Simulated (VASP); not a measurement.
# InBS3 (P4/mmm) in VASP: further runs

The runs below take InBS3 through single point, relaxation of cell and atoms, with PBE.

Everything below comes from runs of VASP 6.6.1. Logs are shortened: lines on timing, memory, paths and dates and some standing lists are left out, and cuts for length are marked.

## Step 1: The cell of the first run

It takes space group P4/mmm (No. 123, tetragonal). The conventional cell has a = 5.060 Å, b = 5.060 Å, c = 4.992 Å, α = 90.00°, β = 90.00°, γ = 90.00°. Within 3.3 Å of In (site symmetry 4/mmm) lie 6 S at 2.50 to 2.53 Å. Within 4.7 Å of B (site symmetry 4/mmm) lie 12 S at 3.55 to 3.58 Å and 8 In at 4.36 Å. Within 3.3 Å of S (site symmetry 4/mmm) lie 2 In at 2.50 Å. Within 3.3 Å of S (site symmetry mmm) lie 2 In at 2.53 Å.

## Step 2: Single point, PBE

File INCAR:

```
PREC     = Accurate       # precision mode
ENCUT    = 520            # plane-wave cutoff, eV
EDIFF    = 1E-7           # SCF threshold, eV
ISMEAR   = 0              # smearing method
SIGMA    = 0.1            # smearing width, eV
LREAL    = F              # projectors in reciprocal space
LASPH    = T              # aspherical terms in the spheres
NELM     = 60             # most SCF steps
ALGO     = Normal         # electronic algorithm
ISIF     = 2              # what is computed and relaxed
LWAVE    = F              # write WAVECAR
LCHARG   = F              # write CHGCAR
GGA      = PE             # functional
NBANDS   = 25             # bands
```

File KPOINTS:

```
regular mesh
0
Gamma
  4 4 2
```

File POSCAR:

```
InBS3
1.0
    5.0596430245      0.0000000000      0.0000000000
    0.0000000000      5.0596430245      0.0000000000
    0.0000000000      0.0000000000      4.9916524888
In B S
1 1 3
Direct
    0.0000000000      0.0000000000      0.0000000000
    0.5000000000      0.5000000000      0.5000000000
    0.0000000000      0.0000000000      0.5000000000
    0.0000000000      0.5000000000      0.0000000000
    0.5000000000      0.0000000000      0.0000000000
```

Potentials or basis: VASP PAW PBE potentials, release 64 (In_d, B, S).

The run is started by

```sh
$ cat potpaw_PBE.64/In_d/POTCAR potpaw_PBE.64/B/POTCAR potpaw_PBE.64/S/POTCAR > POTCAR
$ mpirun -np 1 vasp_std > vasp.out
```

OUTCAR:

```text
PREC = Accurate
   ENCUT = 520
   EDIFF = 1E-7
   ISMEAR = 0
   LREAL = F
   LASPH = T
   NELM = 60
   ISIF = 2
   GGA = PE

 ion  position               nearest neighbor table
   1  0.000  0.000  0.000-   3 2.50   3 2.50   5 2.53   4 2.53   4 2.53   5 2.53
   2  0.500  0.500  0.500-
   3  0.000  0.000  0.500-   1 2.50   1 2.50
   4  0.000  0.500  0.000-   1 2.53   1 2.53
   5  0.500  0.000  0.000-   1 2.53   1 2.53

  LATTYP: Found a simple tetragonal cell.
 ALAT       =     5.0596430245
 C/A-ratio  =     0.9865621872

  Lattice vectors:

 A1 = (   5.0596430245,   0.0000000000,   0.0000000000)
 A2 = (   0.0000000000,   5.0596430245,   0.0000000000)
 A3 = (   0.0000000000,   0.0000000000,   4.9916524888)

Analysis of symmetry for initial positions (statically):
=====================================================================
 Subroutine PRICEL returns:
 Original cell was already a primitive cell.

 Routine SETGRP: Setting up the symmetry group for a
 simple tetragonal supercell.

 Subroutine GETGRP returns: Found 16 space group operations
 (whereof 16 operations were pure point group operations)
 out of a pool of 16 trial point group operations.

The static configuration has the point symmetry D_4h.

Analysis of symmetry for dynamics (positions and initial velocities):
=====================================================================
 Subroutine PRICEL returns:
 Original cell was already a primitive cell.

 Routine SETGRP: Setting up the symmetry group for a
 simple tetragonal supercell.

 Subroutine GETGRP returns: Found 16 space group operations
 (whereof 16 operations were pure point group operations)
 out of a pool of 16 trial point group operations.

The dynamic configuration has the point symmetry D_4h.

 Subroutine INISYM returns: Found 16 space group operations
 (whereof 16 operations are pure point group operations),
 and found     1 'primitive' translations

----------------------------------------------------------------------------------------

                                     Primitive cell

  volume of cell :     127.7862

  direct lattice vectors                    reciprocal lattice vectors
     5.059643024  0.000000000  0.000000000     0.197642402  0.000000000  0.000000000
     0.000000000  5.059643024  0.000000000     0.000000000  0.197642402  0.000000000
     0.000000000  0.000000000  4.991652489     0.000000000  0.000000000  0.200334459

  length of vectors
     5.059643024  5.059643024  4.991652489     0.197642402  0.197642402  0.200334459

  position of ions in fractional coordinates (direct lattice)
     0.000000000  0.000000000  0.000000000
     0.500000000  0.500000000  0.500000000
     0.000000000  0.000000000  0.500000000
     0.000000000  0.500000000  0.000000000
     0.500000000  0.000000000  0.000000000

  ion indices of the primitive-cell ions
   primitive index   ion index
                 1           1
                 2           2
                 3           3
                 4           4
                 5           5

----------------------------------------------------------------------------------------

 KPOINTS: regular mesh

Automatic generation of k-mesh.
 Grid dimensions read from file:
 generate k-points for:    4    4    2

 Generating k-lattice:

  Cartesian coordinates                     Fractional coordinates (reciprocal lattice)
     0.049410600  0.000000000  0.000000000     0.250000000  0.000000000  0.000000000
     0.000000000  0.049410600  0.000000000     0.000000000  0.250000000  0.000000000
     0.000000000  0.000000000  0.100167229     0.000000000  0.000000000  0.500000000

  Length of vectors
     0.049410600  0.049410600  0.100167229

  Shift w.r.t. Gamma in fractional coordinates (k-lattice)
     0.000000000  0.000000000  0.000000000

 Subroutine IBZKPT returns following result:
 ===========================================

 Found     12 irreducible k-points:

 Following reciprocal coordinates:
            Coordinates               Weight
  0.000000  0.000000  0.000000      1.000000
  0.250000  0.000000  0.000000      4.000000
  0.500000  0.000000  0.000000      2.000000
  0.250000  0.250000  0.000000      4.000000
  0.500000  0.250000  0.000000      4.000000
  0.500000  0.500000  0.000000      1.000000
  0.000000  0.000000  0.500000      1.000000
  0.250000  0.000000  0.500000      4.000000
  0.500000  0.000000  0.500000      2.000000
  0.250000  0.250000  0.500000      4.000000
  0.500000  0.250000  0.500000      4.000000
  0.500000  0.500000  0.500000      1.000000
   k-points           NKPTS =     12   k-points in BZ     NKDIM =     12   number of bands    NBANDS=     25
   number of dos      NEDOS =    301   number of ions     NIONS =      5
   total plane-waves  NPLWV =  64000
   dimension x,y,z NGX =    40 NGY =   40 NGZ =   40
   dimension x,y,z NGXF=    80 NGYF=   80 NGZF=   80
   ions per type =               1   1   3
[... 94 lines left out ...]
      1     -12.4130      2.00000
      2     -12.2030      2.00000
      3     -11.7809      2.00000
      4     -11.7738      2.00000
      5     -11.7683      2.00000
      6     -10.1632      2.00000
[... 17 lines left out ...]
     24       9.6919      0.00000
     25      10.4548      0.00000

 k-point     4 :       0.2500    0.2500    0.0000
  band No.  band energies     occupation
      1     -12.3940      2.00000
      2     -12.2073      2.00000
      3     -11.7774      2.00000
      4     -11.7773      2.00000
      5     -11.7685      2.00000
      6     -10.4570      2.00000
[... 17 lines left out ...]
     24       9.8402      0.00000
     25      10.1885      0.00000

 k-point     5 :       0.5000    0.2500    0.0000
  band No.  band energies     occupation
      1     -12.3835      2.00000
      2     -12.1233      2.00000
      3     -11.7808      2.00000
      4     -11.7772      2.00000
      5     -11.7722      2.00000
      6     -10.0162      2.00000
[... 17 lines left out ...]
     24      10.0961      0.00000
     25      10.1071      0.00000

 k-point     6 :       0.5000    0.5000    0.0000
  band No.  band energies     occupation
      1     -12.3672      2.00000
      2     -12.0233      2.00000
      3     -11.7806      2.00000
      4     -11.7806      2.00000
      5     -11.7760      2.00000
      6      -9.5588      2.00000
[... 17 lines left out ...]
     24       7.6379      0.00000
     25      10.4636      0.00000

 k-point     7 :       0.0000    0.0000    0.5000
  band No.  band energies     occupation
      1     -12.3475      2.00000
      2     -12.2179      2.00000
      3     -11.7823      2.00000
      4     -11.7823      2.00000
      5     -11.7612      2.00000
      6     -10.1303      2.00000
[... 17 lines left out ...]
     24       9.6735      0.00000
     25      10.5266      0.00000

 k-point     8 :       0.2500    0.0000    0.5000
  band No.  band energies     occupation
      1     -12.3027      2.00000
      2     -12.1549      2.00000
      3     -11.7861      2.00000
      4     -11.7821      2.00000
      5     -11.7646      2.00000
      6      -9.9861      2.00000
[... 17 lines left out ...]
     24      10.0075      0.00000
     25      10.0816      0.00000

 k-point     9 :       0.5000    0.0000    0.5000
  band No.  band energies     occupation
      1     -12.2854      2.00000
      2     -12.0572      2.00000
      3     -11.7900      2.00000
      4     -11.7820      2.00000
      5     -11.7680      2.00000
      6      -9.6545      2.00000
[... 17 lines left out ...]
     24       7.7491      0.00000
     25      10.2882      0.00000

 k-point    10 :       0.2500    0.2500    0.5000
  band No.  band energies     occupation
      1     -12.2057      2.00000
      2     -12.1401      2.00000
      3     -11.7860      2.00000
      4     -11.7859      2.00000
      5     -11.7682      2.00000
      6      -9.8773      2.00000
[... 17 lines left out ...]
     24       9.2667      0.00000
     25       9.7377      0.00000

 k-point    11 :       0.5000    0.2500    0.5000
  band No.  band energies     occupation
      1     -12.1693      2.00000
      2     -12.0552      2.00000
      3     -11.7898      2.00000
      4     -11.7858      2.00000
      5     -11.7718      2.00000
      6      -9.6394      2.00000
[... 17 lines left out ...]
     24       7.3434      0.00000
     25       9.6968      0.00000

 k-point    12 :       0.5000    0.5000    0.5000
  band No.  band energies     occupation
      1     -12.0698      2.00000
      2     -12.0230      2.00000
      3     -11.7896      2.00000
      4     -11.7896      2.00000
      5     -11.7755      2.00000
      6      -9.6242      2.00000
[... 17 lines left out ...]
     24       6.8593      0.00000
     25       9.9249      0.00000

------------------------ aborting loop because EDIFF is reached ----------------------------------------

  FORCE on cell =-STRESS in cart. coord.  units (eV):
  Direction    XX          YY          ZZ          XY          YZ          ZX
  --------------------------------------------------------------------------------------
  -------------------------------------------------------------------------------------
  Total       -0.2030047     -0.2030047     -0.0587872      0.0000000      0.0000000      0.0000000
  in kB       -2.5452622     -2.5452622     -0.7370712      0.0000000      0.0000000      0.0000000
  external PRESSURE =      -1.9425319 kB  Pullay stress =       0.0000000 kB

 VOLUME and BASIS-vectors are now :
 -----------------------------------------------------------------------------
  energy-cutoff  :      520.00
  volume of cell :      127.79
      direct lattice vectors                 reciprocal lattice vectors
     5.059643024  0.000000000  0.000000000     0.197642402  0.000000000  0.000000000
     0.000000000  5.059643024  0.000000000     0.000000000  0.197642402  0.000000000
     0.000000000  0.000000000  4.991652489     0.000000000  0.000000000  0.200334459

 POSITION                                       TOTAL-FORCE (eV/Angst)
 -----------------------------------------------------------------------------------
      0.00000      0.00000      0.00000         0.000000      0.000000      0.000000
      2.52982      2.52982      2.49583         0.000000      0.000000      0.000000
      0.00000      0.00000      2.49583         0.000000      0.000000      0.000000
      0.00000      2.52982      0.00000         0.000000      0.000000      0.000000
      2.52982      0.00000      0.00000         0.000000      0.000000      0.000000
 -----------------------------------------------------------------------------------
    total drift:                               -0.000000      0.000000     -0.000000

  FREE ENERGIE OF THE ION-ELECTRON SYSTEM (eV)
  ---------------------------------------------------
  free  energy   TOTEN  =       -14.8731024387 eV

  energy  without entropy=      -14.8229113113  energy(sigma->0) =      -14.84800687
```

Run time: 39 s. Hardware: 1 thread of Intel Xeon Platinum 8259CL at 2.50GHz (Skylake/Cascade Lake), shared host; peak memory 0.26 GiB.

What came out:

```yaml
Free_energy: -14.8731 eV
Pressure: -0.2 GPa
Band_gap_on_the_k_mesh: zero (band 17 reaches 2.46 eV, above the bottom of band 18 at 1.45 eV)
```

Stress tensor (GPa, compression positive):
```
-0.25  0.00  0.00
 0.00 -0.25  0.00
 0.00  0.00 -0.07
```

Levels at points of the mesh, in eV from the Fermi level:
```tsv
k point	band 14	band 15	band 16	band 17	band 18	band 19	band 20	band 21
(0.00, 0.00, 0.00)	-0.51	-0.51	-0.43	-0.43	-0.40	-0.25	2.22	2.22
(0.50, 0.00, 0.00)	-1.07	-0.96	-0.73	-0.30	-0.30	1.17	1.89	1.91
(0.50, 0.50, 0.00)	-1.46	-0.82	-0.82	-0.03	0.54	1.34	1.95	1.95
(0.00, 0.00, 0.50)	-1.13	-0.88	-0.73	-0.31	-0.31	1.17	1.86	1.86
(0.50, 0.00, 0.50)	-1.44	-0.89	-0.86	-0.01	0.59	1.32	2.00	2.02
(0.50, 0.50, 0.50)	-0.01	0.02	0.56	0.60	0.60	2.29	2.29	2.32
```

Caveat: the k points lie up to 0.63 Å⁻¹ apart; spin-orbit coupling is left out, which moves the levels of the heavy elements.

## Step 3: Single point, PBE

This run uses another cell than the first one, of 25.64 Å³/atom, 1.003 times its volume.

File INCAR:

```
PREC = Accurate
ENCUT = 520
EDIFF = 1E-6
ISMEAR = 0
SIGMA = 0.1
LREAL = F
LASPH = T
NELM = 100
ALGO = Normal
ISIF = 2
LWAVE = F
LCHARG = T
GGA = PE
LELF = T
LVHAR = T
NBANDS = 25
```

File KPOINTS:

```
Automatic mesh
0
Gamma
  4 4 4
```

POSCAR, as its differences from that of step 2:

```diff
@@ -2,5 +2,5 @@
 1.0
-    5.0596430245      0.0000000000      0.0000000000
-    0.0000000000      5.0596430245      0.0000000000
-    0.0000000000      0.0000000000      4.9916524888
+    5.0514526769      0.0000000000      0.0000000000
+    0.0000000000      5.0514526769      0.0000000000
+    0.0000000000      0.0000000000      5.0232972201
 In B S
```

Potentials or basis: VASP PAW PBE potentials, release 64 (In_d, B, S).

The run is started by

```sh
$ cat potpaw_PBE.64/In_d/POTCAR potpaw_PBE.64/B/POTCAR potpaw_PBE.64/S/POTCAR > POTCAR
$ mpirun -np 1 vasp_std > vasp.out
```

Run time: 49 s. Hardware: 1 thread of Intel Xeon Platinum 8259CL at 2.50GHz (Skylake/Cascade Lake), shared host; peak memory 0.26 GiB.

It converged, with:

- Free energy: -14.7494 eV
- Pressure: -0.1 GPa
- Band gap on the k mesh: zero (band 17 reaches 2.43 eV, above the bottom of band 18 at 1.42 eV)

Stress tensor (GPa, compression positive):
```
-0.19  0.00  0.00
 0.00 -0.19  0.00
 0.00  0.00  0.21
```

Levels at points of the mesh, in eV from the Fermi level:
| k point | band 13 | band 14 | band 15 | band 16 | band 17 | band 18 | band 19 | band 20 | band 21 | band 22 |
| --- | --- | --- | --- | --- | --- | --- | --- | --- | --- | --- |
| (0.00, 0.00, 0.00) | -0.54 | -0.52 | -0.52 | -0.45 | -0.45 | -0.44 | -0.28 | 2.18 | 2.18 | 2.19 |
| (0.50, 0.00, 0.00) | -1.12 | -1.11 | -0.96 | -0.75 | -0.32 | -0.32 | 1.13 | 1.84 | 1.85 | 3.67 |
| (0.50, 0.50, 0.00) | -1.48 | -1.48 | -0.86 | -0.86 | -0.03 | 0.54 | 1.29 | 1.93 | 1.93 | 5.59 |
| (0.00, 0.00, 0.50) | -1.13 | -1.13 | -0.93 | -0.76 | -0.32 | -0.32 | 1.13 | 1.83 | 1.83 | 3.74 |
| (0.50, 0.00, 0.50) | -1.47 | -1.46 | -0.89 | -0.87 | -0.02 | 0.55 | 1.28 | 1.95 | 1.95 | 5.66 |
| (0.50, 0.50, 0.50) | -2.51 | -0.01 | 0.01 | 0.56 | 0.57 | 0.57 | 2.25 | 2.25 | 2.26 | 4.82 |

Caveat: spin-orbit coupling is left out, which moves the levels of the heavy elements.

## Step 4: Relaxation of cell and atoms, PBE

File INCAR:

```
PREC = Accurate
ENCUT = 600
EDIFF = 1E-7
ISMEAR = 0
SIGMA = 0.1
LREAL = False
LASPH = True
NELM = 60
ALGO = Normal
ISIF = 3
LWAVE = False
LCHARG = False
GGA = PE
IBRION = 2
NSW = 90
EDIFFG = -0.04
```

File KPOINTS:

```
regular mesh
0
Gamma
  4 4 4
```

POSCAR, as its differences from that of step 3:

```diff
@@ -2,5 +2,5 @@
 1.0
-    5.0514526769      0.0000000000      0.0000000000
-    0.0000000000      5.0514526769      0.0000000000
-    0.0000000000      0.0000000000      5.0232972201
+    5.0596430245      0.0000000000      0.0000000000
+    0.0000000000      5.0596430245      0.0000000000
+    0.0000000000      0.0000000000      4.9916524888
 In B S
```

The run is started by

```sh
$ cat potpaw_PBE.64/In_d/POTCAR potpaw_PBE.64/B/POTCAR potpaw_PBE.64/S/POTCAR > POTCAR
$ mpirun -np 1 vasp_std > vasp.out
```

Wall time 2.3 min (1 thread of Intel Xeon Platinum 8259CL at 2.50GHz (Skylake/Cascade Lake), shared host); peak memory 0.28 GiB.

The run converged. Its results:

- Free energy: -14.7501 eV
- Relaxed volume: 25.68 Å³/atom
- Relaxed cell: a = 5.045 Å, b = 5.045 Å, c = 5.043 Å, α = 90.00°, β = 90.00°, γ = 90.00°
- Space group after relaxing (to 0.05 Å): Pm-3m (No. 221)
- Energy gained by relaxing: 0.7 meV/atom
- Ionic steps: 3
- Pressure after relaxing: -0.1 GPa
- Band gap on the k mesh: zero (band 17 reaches 2.41 eV, above the bottom of band 18 at 1.41 eV)

Step by step:
```csv
step,energy change (eV),largest force (eV/Å),pressure (GPa),volume (Å³)
1,0.0000,0.0000,0.12,127.79
2,-0.0030,0.0000,0.00,128.13
3,-0.0036,0.0000,-0.08,128.38
```

Final structure:
```
CELL_PARAMETERS angstrom
5.04534 0.00000 0.00000
0.00000 5.04534 0.00000
0.00000 0.00000 5.04327
ATOMIC_POSITIONS crystal
In 0.00000 0.00000 0.00000
B 0.50000 0.50000 0.50000
S 0.00000 0.00000 0.50000
S 0.00000 0.50000 0.00000
S 0.50000 0.00000 0.00000
```

Levels at points of the mesh, in eV from the Fermi level:
```tsv
k point	band 15	band 16	band 17	band 18	band 19	band 20
(0.00, 0.00, 0.00)	-0.53	-0.44	-0.44	-0.44	-0.29	2.18
(0.50, 0.00, 0.00)	-0.95	-0.75	-0.32	-0.32	1.13	1.84
(0.50, 0.50, 0.00)	-0.87	-0.87	-0.02	0.55	1.28	1.94
(0.00, 0.00, 0.50)	-0.95	-0.75	-0.32	-0.32	1.13	1.84
(0.50, 0.00, 0.50)	-0.87	-0.87	-0.02	0.55	1.28	1.94
(0.50, 0.50, 0.50)	0.00	0.57	0.57	0.57	2.25	2.25
```

Caveat: spin-orbit coupling is left out, which moves the levels of the heavy elements.

## Step 5: Summary

| task | cell | k mesh | cutoff (eV) | gap on the mesh (eV) | pressure (GPa) |
| --- | --- | --- | --- | --- | --- |
| single point | a = 5.060, b = 5.060, c = 4.992 Å, 5 atoms | 4 × 4 × 2 | 520 | none | -0.2 |
| single point | a = 5.051, b = 5.051, c = 5.023 Å, 5 atoms | 4 × 4 × 4 | 520 | none | -0.1 |
| relaxation of cell and atoms | relaxed from a = 5.060, b = 5.060, c = 4.992 Å, 5 atoms | 4 × 4 × 4 | 600 | none | -0.1 |

Alike in all rows: level PBE; potentials or basis VASP PAW PBE potentials, release 64 (In_d, B, S); no spin polarisation; smearing gaussian 0.1 eV.

Caveats: some runs use coarse meshes; spin-orbit coupling is left out, which moves the levels of the heavy elements.

Absolute energies hang on the potentials; compare differences alone.
